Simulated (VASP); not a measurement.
Runs of VASP 6.6.1 on Cu. The structure is hexagonal, space group P6_3/mmc (No. 194). Conventional cell: a = 2.534 Å, b = 2.534 Å, c = 4.113 Å, α = 90.00°, β = 90.00°, γ = 120.00°. Within 3.3 Å of Cu (site symmetry -6m2) lie 12 Cu at 2.52 to 2.53 Å. 

```csv
potentials or basis,k mesh,cutoff (eV),second run,gap on the mesh (eV),pressure (GPa)
"VASP PAW PBE potentials, release 64 (Cu_sv_GW)",3 × 3 × 2,770,valence_matched,none,-4.7
"VASP PAW PBE potentials, release 64 (Cu)",10 × 10 × 6,520,-,none,1.2
"VASP PAW PBE potentials, release 64 (Cu)",3 × 3 × 2,520,-,none,(a)
"VASP PAW PBE potentials, release 64 (Cu)",6 × 6 × 4,520,-,none,1.5
"VASP PAW PBE potentials, release 64 (Cu)",8 × 8 × 5,520,-,none,1.5
```

Alike in all rows: task single point; level r2SCAN; no spin polarisation; cell as given; smearing fermi-dirac 0.1 eV.

Q: Fill in the values left out.

A: (a) 0.1.

Caveats: some runs use coarse meshes; the PAW data sets were made with another functional, which shifts forces and pressure a little.

A gap of «none» marks levels without a gap at the run's occupations.

The runs don't all hold the same shells in valence.
